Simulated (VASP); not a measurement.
## Mg: single point with PBE

Crystal: Mg.

```
Mg
1.0
     2.86609    0.00000    0.00000
    -1.43305    2.48211    0.00000
     0.00000    0.00000    3.13500
Mg
1
Direct
  0.00000 0.00000 0.00000
```

This cell differs from its parent crystal: strained.

```
Program                : VASP 6.6.1
Task                   : single point
Functional             : PBE
Potentials or basis    : VASP PAW PBE potentials, release 64 (Mg)
Cutoff                 : 520 eV
k mesh                 : 15 × 15 × 14
Occupations            : gaussian, width 0.1 eV
Spin                   : no spin polarisation
Dipole correction      : no
Further INCAR settings : ALGO = Normal; EDIFF = 1e-06; NBANDS = 7
```

| Quantity | Value |
| --- | --- |
| Pressure | 6.5 GPa |
| Band gap on the k mesh | zero (band 1 reaches 5.65 eV, above the bottom of band 2 at -0.05 eV) |

Stress tensor (GPa, compression positive):
```
 9.92  0.00  0.00
 0.00  9.92  0.00
 0.00  0.00 -0.20
```

Levels at points of the mesh, in eV from the Fermi level:
```tsv
k point	band 1	band 2	band 3	band 4
(0.00, 0.00, 0.00)	-7.04	7.17	7.40	14.17
(0.00, 0.00, 0.50)	-3.74	-2.78	15.88	15.88
```

Run time: 9.8 s on 1 thread of Intel(R) Xeon(R) Platinum 8375C CPU @ 2.90GHz (Ice Lake), on a shared host, peak memory 0.16 GiB.

Caveat: the cell differs from its parent crystal (strained).
